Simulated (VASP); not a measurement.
# InP: single point with PBE

The system is InP.

```
In P
1.0
     0.00000    2.95379    2.95379
     2.95379    0.00000    2.95379
     2.95379    2.95379    0.00000
In P
1 1
Direct
  0.00000 0.00000 0.00000
  0.25000 0.25000 0.25000
```

```yaml
Program: VASP 6.6.1
Task: single point
Functional: PBE
Potentials_or_basis: VASP PAW PBE potentials, release 64 (In_d, P)
Cutoff: 500 eV
k_mesh: 6 × 6 × 6
Occupations: methfessel-paxton, width 0.001 eV
Spin: no spin polarisation
Dipole_correction: no
Further_INCAR_settings: ALGO = Normal; EDIFF = 1e-06; NBANDS = 16
```

```yaml
Pressure: 1.6 GPa
Band_gap_on_the_k_mesh: 0.58 eV, direct
```

Levels at points of the mesh, in eV from the valence-band top:
```
           k point  band 5  band 6  band 7  band 8  band 9  band 10  band 11  band 12  band 13  band 14
(0.00, 0.00, 0.00)  -14.01  -11.36    0.00    0.00    0.00     0.58     4.09     4.09     4.09     8.47
(0.50, 0.00, 0.00)  -14.00   -9.71   -5.61   -0.94   -0.94     1.44     4.80     4.80     7.05     9.37
(0.50, 0.50, 0.00)  -13.98   -9.08   -5.65   -2.24   -2.24     1.80     2.27     9.07     9.43     9.43
```

Run time: 13 s on 1 thread of AMD EPYC 7R43 64-Core Processor (Zen 3) (shared host), peak memory 0.13 GiB.

Caveat: spin-orbit coupling is left out, which moves the levels of the heavy elements. Expect the measured gap to be larger: semilocal functionals such as PBE lack the derivative discontinuity.
